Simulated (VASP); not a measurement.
# Li in VASP: single point with r2SCAN

Aim: the single point of Li with r2SCAN.

Everything below comes from runs of VASP 6.6.1. Logs are shortened: lines on timing, memory, paths and dates and some standing lists are left out, and cuts for length are marked.

## 1. The cell of the first run

The cell holds a slab with vacuum, 28 atoms: a = 10.470 Å, b = 10.470 Å, c = 14.490 Å, α = 90.00°, β = 90.00°, γ = 90.00°.

## 2. Single point, r2SCAN

Input file POSCAR:

```
Li
1.0
   10.4700000000      0.0000000000      0.0000000000
    0.0000000000     10.4700000000      0.0000000000
    0.0000000000      0.0000000000     14.4900000000
Li
28
Direct
    0.0000000000      0.0000000000      0.0690131125
    0.3333333333      0.0000000000      0.0690131125
    0.6666666667      0.0000000000      0.0690131125
    0.0000000000      0.3333333333      0.0690131125
    0.3333333333      0.3333333333      0.0690131125
    0.6666666667      0.3333333333      0.0690131125
    0.0000000000      0.6666666667      0.0690131125
    0.3333333333      0.6666666667      0.0690131125
    0.6666666667      0.6666666667      0.0690131125
    0.1686823305      0.1665302770      0.2028250518
    0.5014114613      0.1663638013      0.1946973085
    0.8317457498      0.1665712512      0.1950076605
    0.1603137536      0.5052893028      0.1905175293
    0.5093594078      0.5073245463      0.1867928916
    0.8327024833      0.5009086915      0.1932158730
    0.1605025788      0.8281984718      0.1905745342
    0.5090751671      0.8263479465      0.1869760524
    0.8328414518      0.8326523400      0.1933135266
    0.0014531041     -0.0028671442      0.3175033816
    0.3428189112     -0.0226234957      0.2984279503
    0.6629633238     -0.0016259790      0.3189026225
    0.0011502388      0.3364400191      0.3170711525
    0.3431099331      0.3559847182      0.2974942029
    0.6627142311      0.3350168099      0.3186770186
    0.0018798472      0.6667314231      0.3201430642
    0.3343270296      0.6664587393      0.3125569358
    0.6651189112      0.6667371538      0.3171844030
    0.2154988539      0.1677743075      0.4124997930
```

Input file INCAR.step1:

```
SYSTEM = Li
  PREC = Accurate
  ENCUT = 520
  ISMEAR = 0
  SIGMA = 0.15
  LREAL = Auto
  LASPH = .True.
  NELM = 100
  NBANDS = 62
  GGA = PE
  ALGO = Normal
  EDIFF = 1E-4
  LWAVE = .True.
  LCHARG = .False.
```

Input file INCAR.step2:

```
SYSTEM = Li
  PREC = Accurate
  ENCUT = 520
  EDIFF = 1E-6
  ISMEAR = 0
  SIGMA = 0.15
  LREAL = Auto
  LASPH = .True.
  NELM = 100
  ALGO = Normal
  ISIF = 2
  LWAVE = .False.
  LCHARG = .False.
  METAGGA = R2SCAN
  LMIXTAU = .True.
  NBANDS = 62
  ISTART = 1
```

Input file KPOINTS:

```
Automatic mesh
0
Gamma
  2 2 1
  0 0 0
```

Potentials or basis: VASP PAW PBE potentials, release 64 (Li_sv).

Command:

```
$ cat potpaw_PBE.64/Li_sv/POTCAR > POTCAR
$ cp INCAR.step1 INCAR
$ mpirun -np 1 vasp_std > vasp.out
$ cp INCAR.step2 INCAR
$ mpirun -np 1 vasp_std > vasp.out
```

OUTCAR:

```text
SYSTEM = Li
   PREC = Accurate
   ENCUT = 520
   EDIFF = 1E-6
   ISMEAR = 0
   LREAL = Auto
   LASPH = .True.
   NELM = 100
   ISIF = 2
   METAGGA = R2SCAN
   ISTART = 1

 ion  position               nearest neighbor table
   1  0.000  0.000  0.069-
   2  0.333  0.000  0.069-
   3  0.667  0.000  0.069-
   4  0.000  0.333  0.069-
   5  0.333  0.333  0.069-
   6  0.667  0.333  0.069-
[... 20 lines left out ...]
  27  0.665  0.667  0.317-
  28  0.215  0.168  0.412-

  LATTYP: Found a simple tetragonal cell.
 ALAT       =    10.4700000000
 C/A-ratio  =     1.3839541547

  Lattice vectors:

 A1 = (  10.4700000000,   0.0000000000,   0.0000000000)
 A2 = (   0.0000000000,  10.4700000000,   0.0000000000)
 A3 = (   0.0000000000,   0.0000000000,  14.4900000000)

Analysis of symmetry for initial positions (statically):
=====================================================================
 Subroutine PRICEL returns:
 Original cell was already a primitive cell.

 Routine SETGRP: Setting up the symmetry group for a
 simple tetragonal supercell.

 Subroutine GETGRP returns: Found  1 space group operations
 (whereof  1 operations were pure point group operations)
 out of a pool of 16 trial point group operations.

The static configuration has the point symmetry C_1 .

Analysis of symmetry for dynamics (positions and initial velocities):
=====================================================================
 Subroutine PRICEL returns:
 Original cell was already a primitive cell.

 Routine SETGRP: Setting up the symmetry group for a
 simple tetragonal supercell.

 Subroutine GETGRP returns: Found  1 space group operations
 (whereof  1 operations were pure point group operations)
 out of a pool of 16 trial point group operations.

The dynamic configuration has the point symmetry C_1 .

 Subroutine INISYM returns: Found  1 space group operations
 (whereof  1 operations are pure point group operations),
 and found     1 'primitive' translations

----------------------------------------------------------------------------------------

                                     Primitive cell

  volume of cell :    1588.4068

[... 120 lines left out ...]
   LREAL  =      T    real-space projection
   EDIFFG = 0.1E-04   stopping-criterion for IOM
   NSW    =      0    number of steps for IOM
   IBRION =     -1    ionic relax: 0-MD 1-quasi-New 2-CG
   NFREE  =      0    steps in history (QN), initial steepest desc. (CG)
   ISIF   =      2    stress and relaxation
   ISYM   =      2    0-nonsym 1-usesym 2-fastsym
   POTIM  = 0.5000    time-step for ionic-motion
   TEBEG  =    0.0;   TEEND  =   0.0 temperature during run
   PSTRESS=    0.0 pullay stress
   NELECT =      84.0000    total number of electrons
   NUPDOWN=      -1.0000    fix difference up-down
   EMIN   =  10.00;   EMAX   =-10.00  energy-range for DOS
   EFERMI =   0.00;   METHOD = LEGACY
   ISMEAR =     0;   SIGMA  =   0.15  broadening in eV -4-tet -1-fermi 0-gaus
   EFERMI_NEDOS =   21; number of points for ismear=-14 and -15
   IALGO  =     38    algorithm
   IMIX   =      4    mixing-type and parameters
     AMIX     =   0.40;   BMIX     =  1.00
     AMIX_MAG =   1.60;   BMIX_MAG =  1.00
  volume/ion in A,a.u.               =      56.73       382.82
  Fermi-wavevector in a.u.,A,eV,Ry     =   0.614489  1.161216  5.137513  0.377597
  Thomas-Fermi vector in A             =   1.671517
   LORBIT       =      0    0 simple, 1 ext, 2 COOP (PROOUT), +10 PAW based schemes
   METAGGA = R2SCAN    functional components
   LHFCALC =     F    Hartree Fock is set to
   AEXX    =    0.0000 exact exchange contribution
   IVDW    =     0    specifies the selected vdW correction
   LEPSILON=     F    determine dielectric tensor
   LRPA    =     F    only Hartree local field effects (RPA)
 non-spin polarized calculation
 Gauss-broadening in eV      SIGMA  =   0.15
  energy-cutoff  :      520.00
  volume of cell :     1588.41
 maximum number of plane-waves:     42901
 NGX is ok and might be reduce to    80
   NGX = 39   NGY = 39   NGZ = 53

 number of electron      84.0000008 magnetization

 Free energy of the ion-electron system (eV)
  ---------------------------------------------------
  ext. energy  EPLUGINS =         0.00000000
  ---------------------------------------------------
  free energy    TOTEN  =       -60.08651347 eV

  energy without entropy =      -59.95188161  energy(sigma->0) =      -60.01919754

 E-fermi :  -1.5013     XC(G=0):  -3.8215

 val. band max:       -1.5050480600   @ k =   0.0000   0.5000   0.0000
 cond. band min:      -1.3220379518   @ k =   0.0000   0.0000   0.0000
 fundamental gap:      0.1830101083
 Fermi energy:        -1.5012923289

 k-point     1 :       0.0000    0.0000    0.0000
  band No.  band energies     occupation
      1     -51.0300      2.00000
      2     -50.4030      2.00000
      3     -50.3993      2.00000
      4     -50.3990      2.00000
      5     -50.3971      2.00000
      6     -50.3970      2.00000
[... 217 lines left out ...]
     53      -0.3879      0.00000
     54      -0.3730      0.00000
 [bands above 54 left out]

------------------------ aborting loop because EDIFF is reached ----------------------------------------

  FORCE on cell =-STRESS in cart. coord.  units (eV):
  Direction    XX          YY          ZZ          XY          YZ          ZX
  --------------------------------------------------------------------------------------
  -------------------------------------------------------------------------------------
  Total       -6.9315220     -6.3100714     -0.5163810     -0.0153087     -0.0520769     -0.2303304
  in kB       -6.9916139     -6.3647758     -0.5208577     -0.0154414     -0.0525283     -0.2323273
  external PRESSURE =      -4.6257491 kB  Pullay stress =       0.0000000 kB

 VOLUME and BASIS-vectors are now :
 -----------------------------------------------------------------------------
  energy-cutoff  :      520.00
  volume of cell :     1588.41
      direct lattice vectors                 reciprocal lattice vectors
    10.470000000  0.000000000  0.000000000     0.095510984  0.000000000  0.000000000
     0.000000000 10.470000000  0.000000000     0.000000000  0.095510984  0.000000000
     0.000000000  0.000000000 14.490000000     0.000000000  0.000000000  0.069013112

 POSITION                                       TOTAL-FORCE (eV/Angst)
 -----------------------------------------------------------------------------------
      0.00000      0.00000      1.00000        -0.004660      0.024292      0.028378
      3.49000      0.00000      1.00000         0.021751     -0.018540      0.013438
      6.98000      0.00000      1.00000        -0.017723      0.021339     -0.023127
      0.00000      3.49000      1.00000        -0.004550      0.006964      0.000795
      3.49000      3.49000      1.00000        -0.004766      0.025122      0.053818
      6.98000      3.49000      1.00000         0.007978     -0.010163      0.033033
[... 20 lines left out ...]
      6.96380      6.98074      4.59600        -0.016358      0.012680      0.026165
      2.25627      1.75660      5.97712        -0.042368      0.008605      0.001379
 -----------------------------------------------------------------------------------
    total drift:                                0.051668     -0.172365     -0.188652

  FREE ENERGIE OF THE ION-ELECTRON SYSTEM (eV)
  ---------------------------------------------------
  free  energy   TOTEN  =       -60.0865134706 eV

  energy  without entropy=      -59.9518816121  energy(sigma->0) =      -60.01919754
```

OSZICAR.step1:

```text
N       E                     dE             d eps       ncg     rms          rms(c)
DAV:   1     0.405378505473E+03    0.40538E+03   -0.40237E+04   568   0.112E+03
DAV:   2     0.728133644906E+02   -0.33257E+03   -0.31658E+03   584   0.299E+02
DAV:   3    -0.685564171705E+01   -0.79669E+02   -0.78299E+02   896   0.850E+01
DAV:   4    -0.424411255423E+02   -0.35585E+02   -0.35343E+02   952   0.727E+01
DAV:   5    -0.520029420440E+02   -0.95618E+01   -0.95543E+01   872   0.347E+01    0.543E+00
DAV:   6    -0.485616284078E+02    0.34413E+01   -0.13963E+01   764   0.156E+01    0.230E+00
DAV:   7    -0.470469151407E+02    0.15147E+01   -0.47257E+00   762   0.529E+00    0.123E+00
DAV:   8    -0.469223596855E+02    0.12456E+00   -0.65311E-01   808   0.201E+00    0.925E-01
DAV:   9    -0.468121620696E+02    0.11020E+00   -0.86791E-02   784   0.664E-01    0.315E-01
DAV:  10    -0.467719655516E+02    0.40197E-01   -0.43109E-02   880   0.350E-01    0.335E-01
DAV:  11    -0.467945674237E+02   -0.22602E-01   -0.21968E-02   690   0.316E-01    0.132E-01
DAV:  12    -0.468025701467E+02   -0.80027E-02   -0.69381E-03   720   0.188E-01    0.112E-01
DAV:  13    -0.468138413806E+02   -0.11271E-01   -0.33345E-03   522   0.142E-01    0.470E-02
DAV:  14    -0.468200882257E+02   -0.62468E-02   -0.24765E-03   528   0.107E-01    0.259E-02
DAV:  15    -0.468210626338E+02   -0.97441E-03   -0.29515E-04   512   0.536E-02    0.140E-02
DAV:  16    -0.468216878584E+02   -0.62522E-03   -0.16770E-04   448   0.337E-02    0.559E-03
DAV:  17    -0.468217287610E+02   -0.40903E-04   -0.24209E-05   456   0.164E-02
   1 F= -.46821729E+02 E0= -.46750114E+02  d E =-.143230E+00
```

Wall time 1.7 h (1 thread of Intel Xeon 8259CL, shared host); peak memory 1.5 GiB.

What came out:

```
Free energy            : -60.0865 eV
Largest force          : 0.145 eV/Å
Band gap on the k mesh : zero (bands 42 and 43 overlap by 0.18 eV)
```

Forces in eV/Å, atoms in the order of the input:
```
Li  -0.005  0.024  0.028
Li   0.022 -0.019  0.013
Li  -0.018  0.021 -0.023
Li  -0.005  0.007  0.001
Li  -0.005  0.025  0.054
Li   0.008 -0.010  0.033
Li  -0.043 -0.021 -0.077
Li  -0.013  0.008  0.046
Li   0.080  0.004 -0.120
Li  -0.006 -0.018  0.007
Li   0.043 -0.036 -0.009
Li   0.024 -0.051  0.015
Li  -0.042 -0.017 -0.012
Li  -0.004  0.015  0.006
Li   0.012  0.022 -0.025
Li   0.025  0.004 -0.034
Li  -0.011  0.000  0.012
Li   0.018  0.018  0.003
Li  -0.014  0.006  0.017
Li  -0.039  0.024  0.006
Li   0.025 -0.014  0.030
Li   0.018 -0.020 -0.037
Li  -0.033 -0.029 -0.002
Li   0.024 -0.005  0.019
Li  -0.001  0.010 -0.011
Li  -0.004  0.029  0.031
Li  -0.016  0.013  0.026
Li  -0.042  0.009  0.001
```

Caveat: the cutoff is under 1.25 times the usual one of these potentials, so pressure, stress and relaxed cells hold a basis-set (Pulay) error; there is no dipole correction, which matters where the two faces differ; the PAW data sets were made with another functional, which shifts forces and pressure a little.

The gap in the log of VASP goes by the Fermi energy; the results here count the filled bands.